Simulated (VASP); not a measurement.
Pt: single point with PBEsol

Pt:

```
Pt
1.0
     2.59800    0.00000    0.00000
    -1.29900    2.24993    0.00000
     0.00000    0.00000    4.86380
Pt
2
Direct
  0.66667 0.33333 0.75000
  0.33333 0.66667 0.25000
```

This isn't the form of Pt at room conditions, which is fcc.

- Program: VASP 6.6.1
- Task: single point
- Functional: PBEsol
- Potentials or basis: VASP PAW PBE potentials, release 64 (Pt)
- Cutoff: 520 eV
- k mesh: 18 × 18 × 10
- Occupations: gaussian, width 0.15 eV
- Spin: no spin polarisation

```json
{"Pressure": "26.4 GPa", "Band gap on the k mesh": "zero (bands 10 and 11 overlap by 1.79 eV)"}
```

Stress tensor (GPa, compression positive):
```
37.44  0.00  0.00
 0.00 37.44  0.00
 0.00  0.00  4.17
```

Levels at points of the mesh, in eV from the Fermi level:
```csv
k point,band 7,band 8,band 9,band 10,band 11,band 12,band 13,band 14
"(0.00, 0.00, 0.00)",-3.79,-1.77,-1.52,-1.52,-0.12,-0.12,4.37,14.37
"(0.50, 0.00, 0.00)",-2.78,-0.17,0.85,1.00,2.59,4.27,8.00,8.72
"(0.00, 0.00, 0.50)",-4.04,-4.04,-0.70,-0.70,-0.70,-0.70,10.98,10.98
"(0.50, 0.00, 0.50)",-1.10,-1.10,0.93,0.93,1.66,1.66,7.74,7.74
```

Run time: 49 s on 1 thread of Intel(R) Xeon(R) 6975P-C (Granite Rapids), on a shared host, peak memory 0.2 GiB.

Caveat: the cell stands under pressure; the PAW data sets were made with another functional, which shifts forces and pressure a little; spin-orbit coupling is left out, which moves the levels of the heavy elements.
